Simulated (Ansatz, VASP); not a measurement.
# Fe: VASP beside Ansatz

Contents of INCAR:

```
ALGO = Normal
EDIFF = 1E-8
ENCUT = 520
GGA = PE
ISIF = 2
ISMEAR = 0
ISPIN = 2
LASPH = True
LCHARG = False
LEFG = True
LMAXMIX = 4
LORBIT = 11
LREAL = False
LWAVE = False
MAGMOM = 2.43
NBANDS = 14
NELM = 150
PREC = Accurate
SIGMA = 0.05
```

File KPOINTS:

```
k-points
0
Gamma
  22 22 22
```

File POSCAR:

```
Fe
1.0
   -1.4155932729      1.4155932729      1.4155932729
    1.4155932729     -1.4155932729      1.4155932729
    1.4155932729      1.4155932729     -1.4155932729
Fe
1
Direct
    0.0000000000      0.0000000000      0.0000000000
```

Input for Ansatz:

```yaml
crystal:
  lattice:
    - [-1.4155932729, 1.4155932729, 1.4155932729]
    - [1.4155932729, -1.4155932729, 1.4155932729]
    - [1.4155932729, 1.4155932729, -1.4155932729]
  atoms:
    - { symbol: Fe, position: [0.0, 0.0, 0.0], spin: 2.43 }
basis:
  ecutwfc: 420
  ecutrho_ratio: 4
kpoints:
  mp_grid: { grid: [22, 22, 22] }
hamiltonian:
  xc: pbe
scf:
  occupations: { method: gaussian, width: 0.05 }
  lower_state_search: "off"
output:
  forces: true
  stress: true
  eigenvalues: true
  populations: true
  efg: { contact_densities: true, quadrupole_moments_barn: { Fe: 0.16 } }
magnetization:
  spin_polarized: true
checkpoint:
  read: start.run
  write: ck
  compress: false
  write_wavefunctions: false
  write_every: 100000
```

Alike in both runs: task electric field gradients; functional PBE; k mesh 22 × 22 × 22; occupations gaussian, width 0.05 eV; collinear spin.

|  | VASP | Ansatz |
| --- | --- | --- |
| version | VASP 6.6.1 | Ansatz 0.2.0 |
| potentials or method | VASP PAW PBE potentials, release 64 (Fe), cutoff 520 eV | scalar-relativistic, plane waves, PAW |
| valence electrons in the cell | 8 | 16 |

Ansatz gave:

| Item | Value |
| --- | --- |
| gap on the k mesh at the Fermi level (eV) | none |
| pressure (GPa) | -0.1 |
| net moment per atom (μB) | 2.16 |
| size of the moment on the site where the two differ most (μB) | 2.20 |

Q: Estimate VASP's values.

A: gap on the k mesh at the Fermi level (eV): none; pressure (GPa): -0.3; net moment per atom (μB): 2.18; size of the moment on the site where the two differ most (μB): 2.17.

Site moments also hang on the region over which each program counts them. A gap of «none» marks a metal or a gap that the smearing closes. VASP's potentials hold 8 valence electrons a cell and Ansatz's 16, so a difference there can come from the potentials and not from the codes. Ansatz's warnings: stability check not made.
